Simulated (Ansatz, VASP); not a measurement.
**Si3Sn in VASP and in Ansatz**

```xyz
4
Lattice="4.2035 0.0000 0.0000 0.0000 4.2035 0.0000 0.0000 0.0000 4.2035" Properties=species:S:1:pos:R:3 pbc="T T T"
Si    2.1018    0.0000    2.1018
Si    0.0000    2.1018    2.1018
Si    2.1018    2.1018    0.0000
Sn    0.0000    0.0000    0.0000
```

Alike in both runs: functional PBE; k mesh 12 × 12 × 12; occupations gaussian, width 0.1 eV; no spin polarisation.

Ansatz relaxed the structure, and its values are those at the end. VASP's run is a single point on that final structure, the one shown.

|  | VASP | Ansatz |
| --- | --- | --- |
| version | VASP 6.6.1 | Ansatz 0.2.0 |
| potentials or method | VASP PAW PBE potentials, release 64 (Si, Sn_d), cutoff 520 eV | scalar-relativistic, plane waves, PAW |
| valence electrons in the cell | 26 | 26 |

|  | VASP | Ansatz | Ansatz less VASP |
| --- | --- | --- | --- |
| gap on the k mesh at the Fermi level (eV) | none | none | - |
| pressure (GPa) | 0.0 | 0.0 | +0.04 |

A gap of «none» marks a metal or a gap that the smearing closes. The functional is the same, so the differences come from potentials, cutoffs and numerics.
